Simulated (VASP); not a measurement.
# SnO (rock salt type) (Fm-3m) in VASP: single point with PBE

Aim: the single point of SnO (rock salt type) with PBE.

Program: VASP 6.6.1. These are calculated values, not measurements. Logs are shortened: lines on timing, memory, paths and dates and some standing lists are left out, and cuts for length are marked.

## 1. The cell of the first run

It takes space group Fm-3m (No. 225, cubic). The conventional cell has a = 5.219 Å, b = 5.219 Å, c = 5.219 Å, α = 90.00°, β = 90.00°, γ = 90.00°. Within 3.4 Å of Sn (site symmetry m-3m) lie 6 O at 2.61 Å. Within 3.4 Å of O (site symmetry m-3m) lie 6 Sn at 2.61 Å.

## 2. Single point, PBE

File INCAR:

```
SYSTEM = SnO
  PREC = Accurate
  ENCUT = 520
  EDIFF = 1E-6
  ISMEAR = -1
  SIGMA = 0.06122561905347299
  LREAL = .False.
  LASPH = .True.
  NELM = 80
  ALGO = Normal
  ISIF = 2
  LWAVE = .False.
  LCHARG = .True.
  GGA = PE
  LELF = .True.
  LVHAR = .True.
  NBANDS = 17
```

File KPOINTS:

```
regular mesh
0
Gamma
  37 37 37
  0 0 0
```

File POSCAR:

```
SnO
1.0
    0.0000000000      2.6093663064      2.6093663064
    2.6093663064      0.0000000000      2.6093663064
    2.6093663064      2.6093663064      0.0000000000
Sn O
1 1
Direct
    0.0000000000      0.0000000000      0.0000000000
    0.5000000000      0.5000000000      0.5000000000
```

Potentials or basis: VASP PAW PBE potentials, release 64 (Sn_d, O).

Started as:

```
$ cat potpaw_PBE.64/Sn_d/POTCAR potpaw_PBE.64/O/POTCAR > POTCAR
$ mpirun -np 1 vasp_std > vasp.out
```

OUTCAR:

```text
SYSTEM = SnO
   PREC = Accurate
   ENCUT = 520
   EDIFF = 1E-6
   ISMEAR = -1
   LREAL = .False.
   LASPH = .True.
   NELM = 80
   ISIF = 2
   GGA = PE

 ion  position               nearest neighbor table
   1  0.000  0.000  0.000-   2 2.61   2 2.61   2 2.61   2 2.61   2 2.61   2 2.61
   2  0.500  0.500  0.500-   1 2.61   1 2.61   1 2.61   1 2.61   1 2.61   1 2.61

  LATTYP: Found a face centered cubic cell.
 ALAT       =     5.2187326128

  Lattice vectors:

 A1 = (   0.0000000000,   2.6093663064,   2.6093663064)
 A2 = (   2.6093663064,   0.0000000000,   2.6093663064)
 A3 = (   2.6093663064,   2.6093663064,   0.0000000000)

Analysis of symmetry for initial positions (statically):
=====================================================================
 Subroutine PRICEL returns:
 Original cell was already a primitive cell.

 Routine SETGRP: Setting up the symmetry group for a
 face centered cubic supercell.

 Subroutine GETGRP returns: Found 48 space group operations
 (whereof 48 operations were pure point group operations)
 out of a pool of 48 trial point group operations.

The static configuration has the point symmetry O_h .

Analysis of symmetry for dynamics (positions and initial velocities):
=====================================================================
 Subroutine PRICEL returns:
 Original cell was already a primitive cell.

 Routine SETGRP: Setting up the symmetry group for a
 face centered cubic supercell.

 Subroutine GETGRP returns: Found 48 space group operations
 (whereof 48 operations were pure point group operations)
 out of a pool of 48 trial point group operations.

The dynamic configuration has the point symmetry O_h .

 Subroutine INISYM returns: Found 48 space group operations
 (whereof 48 operations are pure point group operations),
 and found     1 'primitive' translations

----------------------------------------------------------------------------------------

                                     Primitive cell

  volume of cell :      35.5333

  direct lattice vectors                    reciprocal lattice vectors
     0.000000000  2.609366306  2.609366306    -0.191617405  0.191617405  0.191617405
     2.609366306  0.000000000  2.609366306     0.191617405 -0.191617405  0.191617405
[... 75 lines left out ...]
 SYSTEM =  SnO
   PREC   = accura    normal or accurate (medium, high low for compatibility)
   ISTART =      0    job   : 0-new  1-cont  2-samecut
   ICHARG =      2    charge: 1-file 2-atom 10-const
   ISPIN  =      1    spin polarized calculation?
   LNONCOLLINEAR =      F non collinear calculations
   LSORBIT =      F    spin-orbit coupling
   LASPH  =      T    aspherical Exc in radial PAW
   ENCUT  =  520.0 eV  38.22 Ry    6.18 a.u.   6.86  6.86  6.86*2*pi/ulx,y,z
   NELM   =     80;   NELMIN=  2; NELMDL= -5     # of ELM steps
   EDIFF  = 0.1E-05   stopping-criterion for ELM
   LREAL  =      F    real-space projection
   EDIFFG = 0.1E-04   stopping-criterion for IOM
   NSW    =      0    number of steps for IOM
   IBRION =     -1    ionic relax: 0-MD 1-quasi-New 2-CG
   NFREE  =      0    steps in history (QN), initial steepest desc. (CG)
   ISIF   =      2    stress and relaxation
   ISYM   =      2    0-nonsym 1-usesym 2-fastsym
   POTIM  = 0.5000    time-step for ionic-motion
   TEBEG  =    0.0;   TEEND  =   0.0 temperature during run
   PSTRESS=    0.0 pullay stress
   NELECT =      20.0000    total number of electrons
   NUPDOWN=      -1.0000    fix difference up-down
   EMIN   =  10.00;   EMAX   =-10.00  energy-range for DOS
   EFERMI =   0.00;   METHOD = LEGACY
   ISMEAR =    -1;   SIGMA  =   0.06  broadening in eV -4-tet -1-fermi 0-gaus
   EFERMI_NEDOS =   21; number of points for ismear=-14 and -15
   IALGO  =     38    algorithm
   IMIX   =      4    mixing-type and parameters
     AMIX     =   0.40;   BMIX     =  1.00
     AMIX_MAG =   1.60;   BMIX_MAG =  1.00
  volume/ion in A,a.u.               =      17.77       119.90
  Fermi-wavevector in a.u.,A,eV,Ry     =   1.351678  2.554300 24.858284  1.827032
  Thomas-Fermi vector in A             =   2.479079
   LORBIT       =      0    0 simple, 1 ext, 2 COOP (PROOUT), +10 PAW based schemes
   GGA     = PE    functional components
   LHFCALC =     F    Hartree Fock is set to
   AEXX    =    0.0000 exact exchange contribution
   IVDW    =     0    specifies the selected vdW correction
   LEPSILON=     F    determine dielectric tensor
   LRPA    =     F    only Hartree local field effects (RPA)
 non-spin polarized calculation
  energy-cutoff  :      520.00
  volume of cell :       35.53
 maximum number of plane-waves:       974
   NGX = 13   NGY = 13   NGZ = 13

 number of electron      20.0000010 magnetization

 Free energy of the ion-electron system (eV)
  ---------------------------------------------------
  ext. energy  EPLUGINS =         0.00000000
  ---------------------------------------------------
  free energy    TOTEN  =       -10.44610943 eV

  energy without entropy =      -10.44503603  energy(sigma->0) =      -10.44557273

 E-fermi :   6.8167     XC(G=0): -10.4101

 val. band max:        6.7865746471   @ k =  -0.4324   0.1351   0.0541
 cond. band min:       6.8247615836   @ k =  -0.4324   0.1351   0.0541
 fundamental gap:      0.0381869365
 Fermi energy:         6.8167322828

 k-point     1 :       0.0000    0.0000    0.0000
  band No.  band energies     occupation
      1     -14.7535      2.00000
      2     -14.7535      2.00000
      3     -14.7535      2.00000
      4     -14.6954      2.00000
      5     -14.6954      2.00000
      6     -11.2935      2.00000
[... 457 lines left out ...]
      4     -14.6984      2.00000
      5     -14.6951      2.00000
      6     -11.2201      2.00000
[... 9 lines left out ...]
     16      17.4255      0.00000
     17      19.6496      0.00000

 [... further k-points ...]
[... 5 lines left out ...]
  --------------------------------------------------------------------------------------
  -------------------------------------------------------------------------------------
  Total       -1.0667434     -1.0667434     -1.0667434      0.0000000      0.0000000      0.0000000
  in kB      -48.0989293    -48.0989293    -48.0989293      0.0000000      0.0000000      0.0000000
  external PRESSURE =     -48.0989293 kB  Pullay stress =       0.0000000 kB

 VOLUME and BASIS-vectors are now :
 -----------------------------------------------------------------------------
  energy-cutoff  :      520.00
  volume of cell :       35.53
      direct lattice vectors                 reciprocal lattice vectors
     0.000000000  2.609366306  2.609366306    -0.191617405  0.191617405  0.191617405
     2.609366306  0.000000000  2.609366306     0.191617405 -0.191617405  0.191617405
     2.609366306  2.609366306  0.000000000     0.191617405  0.191617405 -0.191617405

 POSITION                                       TOTAL-FORCE (eV/Angst)
 -----------------------------------------------------------------------------------
      0.00000      0.00000      0.00000         0.000000     -0.000000      0.000000
      2.60937      2.60937      2.60937        -0.000000      0.000000     -0.000000
 -----------------------------------------------------------------------------------
    total drift:                                0.000000      0.000000      0.000000

  FREE ENERGIE OF THE ION-ELECTRON SYSTEM (eV)
  ---------------------------------------------------
  free  energy   TOTEN  =       -10.4461094258 eV

  energy  without entropy=      -10.4450360264  energy(sigma->0) =      -10.44557273
```

Wall time 11 min (1 thread of Intel Xeon 6975P-C, shared host); peak memory 0.8 GiB.

What came out:

```
Free energy            : -10.4461 eV
Pressure               : -4.8 GPa
Band gap on the k mesh : 0.04 eV, direct
```

Caveat: spin-orbit coupling is left out, which moves the levels of the heavy elements. A k mesh can miss the band edges.
